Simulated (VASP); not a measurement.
# SiC (P6_3mc) in VASP: further runs

SiC is run at these levels: PBE, PBE+D3(BJ); tasks: single point.

Program: VASP 6.6.1. These are calculated values, not measurements. Logs are shortened: lines on timing, memory, paths and dates and some standing lists are left out, and cuts for length are marked.

## Step 1: The cell of the first run

The structure is hexagonal, space group P6_3mc (No. 186). The conventional cell has a = 3.092 Å, b = 3.092 Å, c = 5.074 Å, α = 90.00°, β = 90.00°, γ = 120.00°. Si (site symmetry 3m) has 4 C at 1.89 to 1.91 Å within 2.5 Å. C (site symmetry 3m) has 4 Si at 1.89 to 1.91 Å within 2.5 Å.

## Step 2: Single point, PBE

Contents of INCAR:

```
SYSTEM = SiC
PREC = Accurate
ENCUT = 520
EDIFF = 1E-6
ISMEAR = 0
SIGMA = 0.05
LREAL = .FALSE.
LASPH = .TRUE.
NELM = 80
ALGO = Normal
ISIF = 2
LWAVE = .FALSE.
LCHARG = .TRUE.
GGA = PE
LELF = .TRUE.
LVHAR = .TRUE.
NBANDS = 26
```

Contents of KPOINTS:

```
regular mesh
0
G
  10 6 6
  0 0 0
```

Contents of POSCAR:

```
SiC
1.0
   -3.0917664085      0.0000000000      0.0000000000
    0.0000000000      0.0000000000     -5.0740211750
    0.0000000001     -5.3550965047      0.0000000000
Si C
4 4
Direct
    0.5000000000      0.9954364679      0.1666666667
    0.0000000000      0.9954364679      0.6666666667
    0.0000000000      0.4954364679      0.3333333333
    0.5000000000      0.4954364679      0.8333333333
    0.5000000000      0.6195635321      0.1666666667
    0.0000000000      0.6195635321      0.6666666667
    0.0000000000      0.1195635321      0.3333333333
    0.5000000000      0.1195635321      0.8333333333
```

Potentials or basis: VASP PAW PBE potentials, release 64 (Si, C).

Run with:

```bash
cat potpaw_PBE.64/Si/POTCAR potpaw_PBE.64/C/POTCAR > POTCAR
mpirun -np 1 vasp_std > vasp.out
```

OUTCAR:

```text
SYSTEM = SiC
   PREC = Accurate
   ENCUT = 520
   EDIFF = 1E-6
   ISMEAR = 0
   LREAL = .FALSE.
   LASPH = .TRUE.
   NELM = 80
   ISIF = 2
   GGA = PE

 ion  position               nearest neighbor table
   1  0.500  0.995  0.167-   7 1.89   7 1.89   8 1.89   5 1.91   2 3.09   2 3.09   2 3.09   2 3.09
                             3 3.10   3 3.10   3 3.10   3 3.10   4 3.10   4 3.10
   2  0.000  0.995  0.667-   8 1.89   8 1.89   7 1.89   6 1.91   1 3.09   1 3.09   1 3.09   1 3.09
                             4 3.10   4 3.10   4 3.10   4 3.10   3 3.10   3 3.10
   3  0.000  0.495  0.333-   5 1.89   5 1.89   6 1.89   7 1.91   4 3.09   4 3.09   4 3.09   4 3.09
                             1 3.10   1 3.10   1 3.10   1 3.10   2 3.10   2 3.10
   4  0.500  0.495  0.833-   6 1.89   6 1.89   5 1.89   8 1.91   3 3.09   3 3.09   3 3.09   3 3.09
                             2 3.10   2 3.10   2 3.10   2 3.10   1 3.10   1 3.10
   5  0.500  0.620  0.167-   3 1.89   3 1.89   4 1.89   1 1.91
   6  0.000  0.620  0.667-   4 1.89   4 1.89   3 1.89   2 1.91
   7  0.000  0.120  0.333-   1 1.89   1 1.89   2 1.89   3 1.91
   8  0.500  0.120  0.833-   2 1.89   2 1.89   1 1.89   4 1.91

  LATTYP: Found a simple orthorhombic cell.
 ALAT       =     3.0917664085
 B/A-ratio  =     1.6411398872
 C/A-ratio  =     1.7320508076

  Lattice vectors:

 A1 = (  -3.0917664085,   0.0000000000,   0.0000000000)
 A2 = (   0.0000000000,   0.0000000000,  -5.0740211750)
 A3 = (   0.0000000001,  -5.3550965047,   0.0000000000)

Analysis of symmetry for initial positions (statically):
=====================================================================
 Subroutine PRICEL returns following result:

  LATTYP: Found a hexagonal cell.
 ALAT       =     3.0917664085
 C/A-ratio  =     1.6411398872

  Lattice vectors:

 A1 = (  -1.5458832042,  -2.6775482524,   0.0000000000)
 A2 = (  -1.5458832043,   2.6775482523,   0.0000000000)
 A3 = (   0.0000000000,   0.0000000000,  -5.0740211750)

   2 primitive cells build up your supercell.

 Routine SETGRP: Setting up the symmetry group for a
 simple orthorhombic supercell.

 Subroutine GETGRP returns: Found  4 space group operations
 (whereof  2 operations were pure point group operations)
 out of a pool of  8 trial point group operations.

The static configuration has the point symmetry C_1h.
 The point group associated with its full space group is C_2v.

Analysis of symmetry for dynamics (positions and initial velocities):
=====================================================================
 Subroutine PRICEL returns following result:

  LATTYP: Found a hexagonal cell.
 ALAT       =     3.0917664085
 C/A-ratio  =     1.6411398872

  Lattice vectors:

 A1 = (  -1.5458832042,  -2.6775482524,   0.0000000000)
 A2 = (  -1.5458832043,   2.6775482523,   0.0000000000)
 A3 = (   0.0000000000,   0.0000000000,  -5.0740211750)

   2 primitive cells build up your supercell.

 Routine SETGRP: Setting up the symmetry group for a
 simple orthorhombic supercell.

 Subroutine GETGRP returns: Found  4 space group operations
 (whereof  2 operations were pure point group operations)
 out of a pool of  8 trial point group operations.

The dynamic configuration has the point symmetry C_1h.
 The point group associated with its full space group is C_2v.

 Subroutine INISYM returns: Found  4 space group operations
 (whereof  2 operations are pure point group operations),
 and found     2 'primitive' translations

----------------------------------------------------------------------------------------

                                     Primitive cell

  volume of cell :      42.0045

  direct lattice vectors                    reciprocal lattice vectors
    -1.545883204 -2.677548252  0.000000000    -0.323439700 -0.186737998  0.000000000
    -1.545883204  2.677548252  0.000000000    -0.323439700  0.186737998  0.000000000
     0.000000000  0.000000000 -5.074021175     0.000000000  0.000000000 -0.197082347

  length of vectors
     3.091766408  3.091766409  5.074021175     0.373475996  0.373475996  0.197082347

  position of ions in fractional coordinates (direct lattice)
     0.666666667  0.333333333  0.995436468
     0.333333333  0.666666667  0.495436468
     0.666666667  0.333333333  0.619563532
     0.333333333  0.666666667  0.119563532

  ion indices of the primitive-cell ions
   primitive index   ion index
                 1           1
                 2           4
                 3           5
                 4           8

----------------------------------------------------------------------------------------

 KPOINTS: regular mesh

Automatic generation of k-mesh.
 Grid dimensions read from file:
 generate k-points for:   10    6    6

 Generating k-lattice:

  Cartesian coordinates                     Fractional coordinates (reciprocal lattice)
    -0.032343970 -0.000000000  0.000000000     0.100000000  0.000000000  0.000000000
     0.000000000  0.000000000 -0.032847058     0.000000000  0.166666667  0.000000000
     0.000000000 -0.031123000  0.000000000     0.000000000  0.000000000  0.166666667

  Length of vectors
     0.032343970  0.032847058  0.031123000

  Shift w.r.t. Gamma in fractional coordinates (k-lattice)
     0.000000000  0.000000000  0.000000000

 Subroutine IBZKPT returns following result:
 ===========================================

 Found     96 irreducible k-points:

 Following reciprocal coordinates:
            Coordinates               Weight
  0.000000  0.000000  0.000000      1.000000
  0.100000  0.000000  0.000000      2.000000
  0.200000  0.000000  0.000000      2.000000
  0.300000  0.000000 -0.000000      2.000000
  0.400000  0.000000 -0.000000      2.000000
  0.500000  0.000000 -0.000000      1.000000
[... 16 lines left out ...]
  0.400000  0.500000 -0.000000      2.000000
  0.500000  0.500000 -0.000000      1.000000
 [... further k-points ...]
   k-points           NKPTS =     96   k-points in BZ     NKDIM =     96   number of bands    NBANDS=     26
   number of dos      NEDOS =    301   number of ions     NIONS =      8
   total plane-waves  NPLWV =  38400
   dimension x,y,z NGX =    24 NGY =   40 NGZ =   40
   dimension x,y,z NGXF=    48 NGYF=   80 NGZF=   80
   ions per type =               4   4
   NGX,Y,Z   is equivalent  to a cutoff of  12.90, 13.11, 12.42 a.u.
   NGXF,Y,Z  is equivalent  to a cutoff of  25.81, 26.21, 24.84 a.u.
 SYSTEM =  SiC
   PREC   = accura    normal or accurate (medium, high low for compatibility)
   ISTART =      0    job   : 0-new  1-cont  2-samecut
   ICHARG =      2    charge: 1-file 2-atom 10-const
   ISPIN  =      1    spin polarized calculation?
   LNONCOLLINEAR =      F non collinear calculations
   LSORBIT =      F    spin-orbit coupling
   LASPH  =      T    aspherical Exc in radial PAW
   ENCUT  =  520.0 eV  38.22 Ry    6.18 a.u.   5.75  9.43  9.96*2*pi/ulx,y,z
   NELM   =     80;   NELMIN=  2; NELMDL= -5     # of ELM steps
   EDIFF  = 0.1E-05   stopping-criterion for ELM
   LREAL  =      F    real-space projection
   EDIFFG = 0.1E-04   stopping-criterion for IOM
   NSW    =      0    number of steps for IOM
   IBRION =     -1    ionic relax: 0-MD 1-quasi-New 2-CG
   NFREE  =      0    steps in history (QN), initial steepest desc. (CG)
   ISIF   =      2    stress and relaxation
   ISYM   =      2    0-nonsym 1-usesym 2-fastsym
   POTIM  = 0.5000    time-step for ionic-motion
   TEBEG  =    0.0;   TEEND  =   0.0 temperature during run
   PSTRESS=    0.0 pullay stress
   NELECT =      32.0000    total number of electrons
   NUPDOWN=      -1.0000    fix difference up-down
   EMIN   =  10.00;   EMAX   =-10.00  energy-range for DOS
   EFERMI =   0.00;   METHOD = LEGACY
   ISMEAR =     0;   SIGMA  =   0.05  broadening in eV -4-tet -1-fermi 0-gaus
   EFERMI_NEDOS =   21; number of points for ismear=-14 and -15
   IALGO  =     38    algorithm
   IMIX   =      4    mixing-type and parameters
     AMIX     =   0.40;   BMIX     =  1.00
     AMIX_MAG =   1.60;   BMIX_MAG =  1.00
  volume/ion in A,a.u.               =      10.50        70.87
  Fermi-wavevector in a.u.,A,eV,Ry     =   1.186723  2.242582 19.161245  1.408312
  Thomas-Fermi vector in A             =   2.322890
   LORBIT       =      0    0 simple, 1 ext, 2 COOP (PROOUT), +10 PAW based schemes
   GGA     = PE    functional components
   LHFCALC =     F    Hartree Fock is set to
   AEXX    =    0.0000 exact exchange contribution
   IVDW    =     0    specifies the selected vdW correction
   LEPSILON=     F    determine dielectric tensor
   LRPA    =     F    only Hartree local field effects (RPA)
 non-spin polarized calculation
 Gauss-broadening in eV      SIGMA  =   0.05
  energy-cutoff  :      520.00
  volume of cell :       84.01
 maximum number of plane-waves:      2304
 NGX is ok and might be reduce to    24
   NGX = 11   NGY = 19   NGZ = 19

 number of electron      31.9999996 magnetization

 Free energy of the ion-electron system (eV)
  ---------------------------------------------------
  ext. energy  EPLUGINS =         0.00000000
  ---------------------------------------------------
  free energy    TOTEN  =       -60.22048031 eV

  energy without entropy =      -60.22048031  energy(sigma->0) =      -60.22048031

 E-fermi :   8.3293     XC(G=0): -11.2833

 val. band max:        8.0853149843   @ k =   0.0000   0.0000   0.0000
 cond. band min:      10.4297477998   @ k =   0.3000   0.0000  -0.0000
 fundamental gap:      2.3444328155
 Fermi energy:         8.3292711589

 k-point     1 :       0.0000    0.0000    0.0000
  band No.  band energies     occupation
      1      -7.3608      2.00000
      2      -4.0894      2.00000
      3      -3.8514      2.00000
      4      -2.6332      2.00000
      5      -0.5228      2.00000
      6       0.3615      2.00000
[... 18 lines left out ...]
     25      15.7024      0.00000
     26      16.9343      0.00000

 k-point     2 :       0.1000    0.0000    0.0000
  band No.  band energies     occupation
      1      -7.2323      2.00000
      2      -3.9752      2.00000
      3      -3.7417      2.00000
      4      -2.5983      2.00000
      5      -0.4051      2.00000
      6       0.4870      2.00000
[... 18 lines left out ...]
     25      15.9306      0.00000
[... 608 lines left out ...]
     25      16.7211      0.00000
     26      16.7211      0.00000

 k-point    24 :       0.5000    0.5000   -0.0000
  band No.  band energies     occupation
      1      -3.4393      2.00000
      2      -3.4393      2.00000
      3      -3.4393      2.00000
      4      -3.4393      2.00000
      5       0.9913      2.00000
      6       0.9913      2.00000
[... 18 lines left out ...]
     25      17.2662      0.00000
     26      17.2662      0.00000

 [... further k-points ...]
[... 5 lines left out ...]
  --------------------------------------------------------------------------------------
  -------------------------------------------------------------------------------------
  Total       -0.0043145     -0.0056751     -0.0092321      0.0000000      0.0000000      0.0000000
  in kB       -0.0822834     -0.1082322     -0.1760704      0.0000000      0.0000000      0.0000000
  external PRESSURE =      -0.1221953 kB  Pullay stress =       0.0000000 kB

 VOLUME and BASIS-vectors are now :
 -----------------------------------------------------------------------------
  energy-cutoff  :      520.00
  volume of cell :       84.01
      direct lattice vectors                 reciprocal lattice vectors
    -3.091766408  0.000000000  0.000000000    -0.323439700 -0.000000000  0.000000000
     0.000000000  0.000000000 -5.074021175     0.000000000  0.000000000 -0.197082347
     0.000000000 -5.355096505  0.000000000     0.000000000 -0.186737998  0.000000000

 POSITION                                       TOTAL-FORCE (eV/Angst)
 -----------------------------------------------------------------------------------
     -1.54588     -0.89252     -5.05087         0.000000     -0.000025      0.003290
      0.00000     -3.57006     -5.05087         0.000000     -0.000025      0.003290
      0.00000     -1.78503     -2.51386        -0.000000      0.000025      0.003290
     -1.54588     -4.46258     -2.51386        -0.000000      0.000025      0.003290
     -1.54588     -0.89252     -3.14368         0.000000     -0.000026     -0.003290
      0.00000     -3.57006     -3.14368         0.000000     -0.000026     -0.003290
      0.00000     -1.78503     -0.60667        -0.000000      0.000026     -0.003290
     -1.54588     -4.46258     -0.60667        -0.000000      0.000026     -0.003290
 -----------------------------------------------------------------------------------
    total drift:                               -0.000000     -0.000000     -0.000275

  FREE ENERGIE OF THE ION-ELECTRON SYSTEM (eV)
  ---------------------------------------------------
  free  energy   TOTEN  =       -60.2204803082 eV

  energy  without entropy=      -60.2204803082  energy(sigma->0) =      -60.22048031
```

Run time: 2.6 min. Hardware: 1 thread of AMD EPYC 7R13 (Zen 3), shared host; peak memory 0.26 GiB.

What came out:

```yaml
Free_energy: -60.2205 eV
Pressure: 0.0 GPa
Largest_force: 0.003 eV/Å
Band_gap_on_the_k_mesh: 2.34 eV
```

Forces on the atoms (eV/Å):
```
Si   0.000  0.000  0.003
Si   0.000  0.000  0.003
Si   0.000  0.000  0.003
Si   0.000  0.000  0.003
C    0.000  0.000 -0.003
C    0.000  0.000 -0.003
C    0.000  0.000 -0.003
C    0.000  0.000 -0.003
```

A k mesh can miss the band edges.

## Step 3: Single point, PBE+D3(BJ)

Contents of INCAR:

```
  PREC = Accurate
  ENCUT = 520
  EDIFF = 1E-6
  ISMEAR = 0
  SIGMA = 0.05
  LREAL = False
  LASPH = True
  NELM = 100
  ALGO = Normal
  ISIF = 2
  LWAVE = False
  LCHARG = True
  GGA = PE
  IVDW = 12
  LELF = True
  LVHAR = True
  NBANDS = 26
```

Contents of KPOINTS:

```
Automatic mesh
0
Gamma
  10 6 6
```

POSCAR is that of step 2.

Potentials or basis: VASP PAW PBE potentials, release 64 (Si, C).

Run with:

```bash
cat potpaw_PBE.64/Si/POTCAR potpaw_PBE.64/C/POTCAR > POTCAR
mpirun -np 1 vasp_std > vasp.out
```

Wall time 2.6 min (1 thread of AMD EPYC 7R13 (Zen 3), shared host); peak memory 0.27 GiB.

The run converged. Its results:

* Free energy: -62.5898 eV
* Pressure: -4.5 GPa
* Largest force: 0.004 eV/Å
* Band gap on the k mesh: 2.34 eV
* Dispersion energy per atom: -0.296 eV

Forces in eV/Å, atoms in the order of the input:
```
Si   0.000  0.000  0.004
Si   0.000  0.000  0.004
Si   0.000  0.000  0.004
Si   0.000  0.000  0.004
C    0.000  0.000 -0.004
C    0.000  0.000 -0.004
C    0.000  0.000 -0.004
C    0.000  0.000 -0.004
```

Levels at points of the mesh, in eV from the valence-band top:
| k point | band 14 | band 15 | band 16 | band 17 | band 18 | band 19 |
| --- | --- | --- | --- | --- | --- | --- |
| (0.00, 0.00, 0.00) | -0.11 | 0.00 | 0.00 | 2.75 | 4.21 | 4.68 |
| (0.50, 0.00, 0.00) | -2.90 | -2.64 | -2.64 | 3.17 | 3.17 | 6.79 |
| (0.00, 0.50, 0.00) | -0.71 | -0.71 | -0.71 | 3.25 | 3.25 | 5.19 |
| (0.50, 0.50, 0.00) | -2.03 | -2.03 | -2.03 | 4.78 | 4.78 | 4.78 |
| (0.00, 0.00, 0.50) | -1.01 | -0.60 | -0.60 | 4.00 | 4.00 | 5.81 |
| (0.50, 0.00, 0.50) | -3.24 | -1.19 | -1.19 | 2.75 | 2.75 | 4.21 |
| (0.00, 0.50, 0.50) | -1.70 | -1.70 | -1.70 | 4.45 | 4.45 | 4.45 |
| (0.50, 0.50, 0.50) | -2.31 | -2.31 | -2.31 | 3.25 | 3.25 | 3.25 |

Caveat: three body term missing; the cell stands under tension. A hybrid or GW would open this gap; PBE tends to underestimate it.
